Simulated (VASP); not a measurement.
# Ir (P6_3/mmc) in VASP: further runs

The runs below take Ir through single point, relaxation of cell and atoms, with PBE.

All numbers are computed with VASP 6.6.1; they aren't measurements. Logs are shortened: lines on timing, memory, paths and dates and some standing lists are left out, and cuts for length are marked.

### Step 1. The cell of the first run

Symmetry: P6_3/mmc, No. 194, hexagonal system. Conventional cell: a = 2.749 Å, b = 2.749 Å, c = 4.450 Å, α = 90.00°, β = 90.00°, γ = 120.00°. Within 3.6 Å of Ir (site symmetry -6m2) lie 12 Ir at 2.73 to 2.75 Å.

This isn't the form of Ir at room conditions, which is fcc.

### Step 2. Single point, PBE

Input file INCAR:

```
ALGO = Fast ; EDIFF = 1E-6
ENCUT = 520 ; GGA = PE
ISIF = 2 ; ISMEAR = -1
LASPH = T ; LCHARG = F
LREAL = F ; LWAVE = F
NBANDS = 16 ; NELM = 100
PREC = Accurate ; SIGMA = 0.05
```

Input file KPOINTS:

```
k-points
0
Gamma
  17 17 9
```

Input file POSCAR:

```
Ir
1.0
    2.7493257706      0.0000000000      0.0000000000
   -1.3746628853      2.3809859606      0.0000000000
    0.0000000000      0.0000000000      4.4497555383
Ir
2
Direct
    0.3333333333      0.6666666667      0.2500000000
    0.6666666667      0.3333333333      0.7500000000
```

Potentials or basis: VASP PAW PBE potentials, release 64 (Ir).

Launch:

```console
> cat potpaw_PBE.64/Ir/POTCAR > POTCAR
> mpirun -np 1 vasp_std > vasp.out
```

OUTCAR:

```text
EDIFF = 1E-6
   ENCUT = 520
   GGA = PE
   ISIF = 2
   ISMEAR = -1
   LASPH = T
   LREAL = F
   NELM = 100
   PREC = Accurate

 ion  position               nearest neighbor table
   1  0.333  0.667  0.250-   2 2.73   2 2.73   2 2.73   2 2.73   2 2.73   2 2.73
   2  0.667  0.333  0.750-   1 2.73   1 2.73   1 2.73   1 2.73   1 2.73   1 2.73

  LATTYP: Found a hexagonal cell.
 ALAT       =     2.7493257706
 C/A-ratio  =     1.6184897352

  Lattice vectors:

 A1 = (   2.7493257706,   0.0000000000,   0.0000000000)
 A2 = (  -1.3746628853,   2.3809859606,   0.0000000000)
 A3 = (   0.0000000000,   0.0000000000,   4.4497555383)

Analysis of symmetry for initial positions (statically):
=====================================================================
 Subroutine PRICEL returns:
 Original cell was already a primitive cell.

 Routine SETGRP: Setting up the symmetry group for a
 hexagonal supercell.

 Subroutine GETGRP returns: Found 24 space group operations
 (whereof 12 operations were pure point group operations)
 out of a pool of 24 trial point group operations.

The static configuration has the point symmetry D_3d.
 The point group associated with its full space group is D_6h.

Analysis of symmetry for dynamics (positions and initial velocities):
=====================================================================
 Subroutine PRICEL returns:
 Original cell was already a primitive cell.

 Routine SETGRP: Setting up the symmetry group for a
 hexagonal supercell.

 Subroutine GETGRP returns: Found 24 space group operations
 (whereof 12 operations were pure point group operations)
 out of a pool of 24 trial point group operations.

The dynamic configuration has the point symmetry D_3d.
 The point group associated with its full space group is D_6h.

 Subroutine INISYM returns: Found 24 space group operations
 (whereof 12 operations are pure point group operations),
 and found     1 'primitive' translations

----------------------------------------------------------------------------------------

                                     Primitive cell

  volume of cell :      29.1286

  direct lattice vectors                    reciprocal lattice vectors
     2.749325771  0.000000000  0.000000000     0.363725540  0.209997038  0.000000000
    -1.374662885  2.380985961  0.000000000     0.000000000  0.419994077  0.000000000
     0.000000000  0.000000000  4.449755538     0.000000000  0.000000000  0.224731447

  length of vectors
     2.749325771  2.749325771  4.449755538     0.419994077  0.419994077  0.224731447

  position of ions in fractional coordinates (direct lattice)
     0.333333333  0.666666667  0.250000000
     0.666666667  0.333333333  0.750000000

  ion indices of the primitive-cell ions
   primitive index   ion index
                 1           1
                 2           2

----------------------------------------------------------------------------------------

 KPOINTS: k-points

Automatic generation of k-mesh.
 Grid dimensions read from file:
 generate k-points for:   17   17    9

 Generating k-lattice:

  Cartesian coordinates                     Fractional coordinates (reciprocal lattice)
     0.021395620  0.012352767  0.000000000     0.058823529  0.000000000  0.000000000
     0.000000000  0.024705534  0.000000000     0.000000000  0.058823529  0.000000000
     0.000000000  0.000000000  0.024970161     0.000000000  0.000000000  0.111111111

  Length of vectors
     0.024705534  0.024705534  0.024970161

  Shift w.r.t. Gamma in fractional coordinates (k-lattice)
     0.000000000  0.000000000  0.000000000

 Subroutine IBZKPT returns following result:
 ===========================================

 Found    165 irreducible k-points:

 Following reciprocal coordinates:
            Coordinates               Weight
  0.000000  0.000000  0.000000      1.000000
  0.058824 -0.000000  0.000000      6.000000
  0.117647 -0.000000  0.000000      6.000000
  0.176471 -0.000000  0.000000      6.000000
  0.235294 -0.000000  0.000000      6.000000
  0.294118 -0.000000  0.000000      6.000000
[... 16 lines left out ...]
  0.411765  0.117647  0.000000     12.000000
  0.176471  0.176471  0.000000      6.000000
 [... further k-points ...]
   k-points           NKPTS =    165   k-points in BZ     NKDIM =    165   number of bands    NBANDS=     16
   number of dos      NEDOS =    301   number of ions     NIONS =      2
   total plane-waves  NPLWV =  14400
   dimension x,y,z NGX =    20 NGY =   20 NGZ =   36
   dimension x,y,z NGXF=    40 NGYF=   40 NGZF=   72
   ions per type =               2
   NGX,Y,Z   is equivalent  to a cutoff of  12.09, 12.09, 13.45 a.u.
   NGXF,Y,Z  is equivalent  to a cutoff of  24.19, 24.19, 26.90 a.u.
 SYSTEM =  unknown system
   PREC   = accura    normal or accurate (medium, high low for compatibility)
   ISTART =      0    job   : 0-new  1-cont  2-samecut
   ICHARG =      2    charge: 1-file 2-atom 10-const
   ISPIN  =      1    spin polarized calculation?
   LNONCOLLINEAR =      F non collinear calculations
   LSORBIT =      F    spin-orbit coupling
   LASPH  =      T    aspherical Exc in radial PAW
   ENCUT  =  520.0 eV  38.22 Ry    6.18 a.u.   5.11  5.11  8.27*2*pi/ulx,y,z
   NELM   =    100;   NELMIN=  2; NELMDL= -5     # of ELM steps
   EDIFF  = 0.1E-05   stopping-criterion for ELM
   LREAL  =      F    real-space projection
   EDIFFG = 0.1E-04   stopping-criterion for IOM
   NSW    =      0    number of steps for IOM
   IBRION =     -1    ionic relax: 0-MD 1-quasi-New 2-CG
   NFREE  =      0    steps in history (QN), initial steepest desc. (CG)
   ISIF   =      2    stress and relaxation
   ISYM   =      2    0-nonsym 1-usesym 2-fastsym
   POTIM  = 0.5000    time-step for ionic-motion
   TEBEG  =    0.0;   TEEND  =   0.0 temperature during run
   PSTRESS=    0.0 pullay stress
   NELECT =      18.0000    total number of electrons
   NUPDOWN=      -1.0000    fix difference up-down
   EMIN   =  10.00;   EMAX   =-10.00  energy-range for DOS
   EFERMI =   0.00;   METHOD = LEGACY
   ISMEAR =    -1;   SIGMA  =   0.05  broadening in eV -4-tet -1-fermi 0-gaus
   EFERMI_NEDOS =   21; number of points for ismear=-14 and -15
   IALGO  =     68    algorithm
   IMIX   =      4    mixing-type and parameters
     AMIX     =   0.40;   BMIX     =  1.00
     AMIX_MAG =   1.60;   BMIX_MAG =  1.00
  volume/ion in A,a.u.               =      14.56        98.28
  Fermi-wavevector in a.u.,A,eV,Ry     =   1.394417  2.635066 26.455143  1.944398
  Thomas-Fermi vector in A             =   2.517968
   LORBIT       =      0    0 simple, 1 ext, 2 COOP (PROOUT), +10 PAW based schemes
   GGA     = PE    functional components
   LHFCALC =     F    Hartree Fock is set to
   AEXX    =    0.0000 exact exchange contribution
   IVDW    =     0    specifies the selected vdW correction
   LEPSILON=     F    determine dielectric tensor
   LRPA    =     F    only Hartree local field effects (RPA)
 non-spin polarized calculation
 RMM-DIIS sequential band-by-band and
  energy-cutoff  :      520.00
  volume of cell :       29.13
 maximum number of plane-waves:       795
   NGX = 11   NGY = 11   NGZ = 17

 number of electron      18.0000000 magnetization

 Free energy of the ion-electron system (eV)
  ---------------------------------------------------
  ext. energy  EPLUGINS =         0.00000000
  ---------------------------------------------------
  free energy    TOTEN  =       -17.56147304 eV

  energy without entropy =      -17.54238099  energy(sigma->0) =      -17.55192701

 E-fermi :  10.0178     XC(G=0): -13.8153

 val. band max:       10.0119364601   @ k =   0.2941   0.2941   0.3333
 cond. band min:      10.0287669454   @ k =   0.2353   0.0588   0.4444
 fundamental gap:      0.0168304853
 Fermi energy:        10.0177942075

 k-point     1 :       0.0000    0.0000    0.0000
  band No.  band energies     occupation
      1      -0.9003      2.00000
      2       2.1415      2.00000
      3       6.2573      2.00000
      4       6.3407      2.00000
      5       6.3407      2.00000
      6       6.9743      2.00000
[... 8 lines left out ...]
     15      26.4772      0.00000
     16      27.4651      0.00000

 k-point     2 :       0.0588   -0.0000    0.0000
  band No.  band energies     occupation
      1      -0.7686      2.00000
      2       2.2588      2.00000
      3       6.0051      2.00000
      4       6.4503      2.00000
      5       6.5654      2.00000
      6       6.9031      2.00000
[... 8 lines left out ...]
     15      26.6499      0.00000
     16      27.6674      0.00000

 k-point     3 :       0.1176   -0.0000    0.0000
  band No.  band energies     occupation
      1      -0.3848      2.00000
      2       2.5851      2.00000
      3       5.6680      2.00000
      4       6.6576      2.00000
      5       6.7737      2.00000
      6       6.9232      2.00000
[... 8 lines left out ...]
     15      27.0962      0.00000
     16      27.9489      0.00000

 k-point     4 :       0.1765   -0.0000    0.0000
  band No.  band energies     occupation
      1       0.2141      2.00000
      2       3.0219      2.00000
      3       5.3553      2.00000
      4       6.0691      2.00000
      5       6.4146      2.00000
      6       7.1297      2.00000
[... 8 lines left out ...]
     15      27.2138      0.00000
     16      27.6459      0.00000
[... 324 lines left out ...]
 k-point    22 :       0.3529    0.1176    0.0000
  band No.  band energies     occupation
      1       3.0320      2.00000
      2       3.2742      2.00000
      3       3.6158      2.00000
      4       5.8221      2.00000
      5       5.9395      2.00000
      6       6.6860      2.00000
[... 8 lines left out ...]
     15      20.2125      0.00000
     16      24.0476      0.00000

 k-point    23 :       0.4118    0.1176    0.0000
  band No.  band energies     occupation
      1       3.1280      2.00000
      2       3.1868      2.00000
      3       3.4446      2.00000
      4       5.9296      2.00000
      5       6.2021      2.00000
      6       6.5342      2.00000
[... 8 lines left out ...]
     15      20.7142      0.00000
     16      22.6221      0.00000

 k-point    24 :       0.1765    0.1765    0.0000
  band No.  band energies     occupation
      1       2.0428      2.00000
      2       4.0468      2.00000
      3       4.5418      2.00000
      4       4.5602      2.00000
      5       6.0590      2.00000
      6       6.3312      2.00000
[... 8 lines left out ...]
     15      22.1749      0.00000
     16      25.8916      0.00000

 [... further k-points ...]

------------------------ aborting loop because EDIFF is reached ----------------------------------------

  FORCE on cell =-STRESS in cart. coord.  units (eV):
  Direction    XX          YY          ZZ          XY          YZ          ZX
  --------------------------------------------------------------------------------------
  -------------------------------------------------------------------------------------
  Total        0.0865577      0.0865577      0.0931213      0.0000000      0.0000000      0.0000000
  in kB        4.7609870      4.7609870      5.1220126      0.0000000      0.0000000      0.0000000
  external PRESSURE =       4.8813289 kB  Pullay stress =       0.0000000 kB

 VOLUME and BASIS-vectors are now :
 -----------------------------------------------------------------------------
  energy-cutoff  :      520.00
  volume of cell :       29.13
      direct lattice vectors                 reciprocal lattice vectors
     2.749325771  0.000000000  0.000000000     0.363725540  0.209997038  0.000000000
    -1.374662885  2.380985961  0.000000000     0.000000000  0.419994077  0.000000000
     0.000000000  0.000000000  4.449755538     0.000000000  0.000000000  0.224731447

 POSITION                                       TOTAL-FORCE (eV/Angst)
 -----------------------------------------------------------------------------------
     -0.00000      1.58732      1.11244        -0.000000      0.000000      0.000000
      1.37466      0.79366      3.33732         0.000000     -0.000000      0.000000
 -----------------------------------------------------------------------------------
    total drift:                               -0.000000      0.000000     -0.000000

  FREE ENERGIE OF THE ION-ELECTRON SYSTEM (eV)
  ---------------------------------------------------
  free  energy   TOTEN  =       -17.5614730353 eV

  energy  without entropy=      -17.5423809946  energy(sigma->0) =      -17.55192701
```

Wall time 35 s (1 thread of Intel Xeon 6975P-C (Granite Rapids), shared host); peak memory 0.19 GiB.

Results:

| Quantity | Value |
| --- | --- |
| Free energy | -17.5615 eV |
| Pressure | 0.5 GPa |
| Band gap on the k mesh | zero (bands 9 and 10 overlap by 3.14 eV) |

Caveat: spin-orbit coupling is left out, which moves the levels of the heavy elements.

### Step 3. Relaxation of cell and atoms, PBE

This run uses another cell than the first one, of 14.51 Å³/atom.

Input file INCAR:

```
PREC     = Accurate       # precision mode
ENCUT    = 600            # plane-wave cutoff, eV
EDIFF    = 1E-6           # SCF threshold, eV
ISMEAR   = -1             # smearing method
SIGMA    = 0.05           # smearing width, eV
LREAL    = F              # projectors in reciprocal space
LASPH    = T              # aspherical terms in the spheres
NELM     = 100            # most SCF steps
ALGO     = Fast           # electronic algorithm
ISIF     = 3              # what is computed and relaxed
LWAVE    = F              # write WAVECAR
LCHARG   = F              # write CHGCAR
GGA      = PE             # functional
IBRION   = 2              # ionic algorithm
NSW      = 60             # ionic steps
EDIFFG   = -0.005         # ionic threshold
```

Input file KPOINTS:

```
Automatic mesh
0
Gamma
  17 17 9
```

Input file POSCAR:

```
Ir
1.0
    2.7448628762      0.0000000000      0.0000000000
   -1.3724314381      2.3771209807      0.0000000000
    0.0000000000      0.0000000000      4.4466778595
Ir
2
Direct
    0.3333333333      0.6666666667      0.2500000000
    0.6666666667      0.3333333333      0.7500000000
```

Potentials or basis: VASP PAW PBE potentials, release 64 (Ir).

Launch:

```console
> cat potpaw_PBE.64/Ir/POTCAR > POTCAR
> mpirun -np 1 vasp_std > vasp.out
```

It took 2.4 min on 1 thread of Intel Xeon 6975P-C (Granite Rapids), shared host; peak memory 0.21 GiB.

The run converged. Its results:

```yaml
Free_energy: -17.5620 eV
Relaxed_volume: 14.59 Å³/atom
Relaxed_cell: a = 2.751 Å, b = 2.751 Å, c = 4.453 Å, α = 90.00°, β = 90.00°, γ = 120.00°
Space_group_after_relaxing_to_0.1_Å: P6_3/mmc (No. 194)
Energy_gained_by_relaxing: 0.5 meV/atom
Ionic_steps: 14
Pressure_after_relaxing: 0.0 GPa
Band_gap_on_the_k_mesh: zero (bands 9 and 10 overlap by 3.13 eV)
```

The path:
```csv
step,energy change (eV),largest force (eV/Å),pressure (GPa),volume (Å³)
1,0.0000,0.0000,1.96,29.01
2,0.0112,0.0000,-6.60,29.76
3,-0.0010,0.0000,-0.02,29.18
4,-0.0010,0.0000,-0.02,29.18
5,-0.0007,0.0000,1.01,29.10
6,-0.0010,0.0000,0.02,29.17
7,-0.0010,0.0000,0.04,29.17
8,-0.0010,0.0000,0.06,29.17
9,-0.0010,0.0000,0.06,29.17
10,-0.0010,0.0000,0.06,29.17
11,-0.0010,0.0000,0.05,29.17
12,-0.0010,0.0000,0.05,29.17
13,-0.0010,0.0000,-0.08,29.19
14,-0.0010,0.0000,-0.01,29.18
```

Final structure:
```
Ir
1.0
     2.75083    0.00000    0.00000
    -1.37542    2.38229    0.00000
     0.00000    0.00000    4.45269
Ir
2
Direct
  0.33333 0.66667 0.25000
  0.66667 0.33333 0.75000
```

Levels at points of the mesh, in eV from the Fermi level:
```tsv
k point	band 7	band 8	band 9	band 10	band 11	band 12
(0.00, 0.00, 0.00)	-3.04	-2.29	-2.29	-0.72	0.26	0.26
```

Caveat: spin-orbit coupling is left out, which moves the levels of the heavy elements.
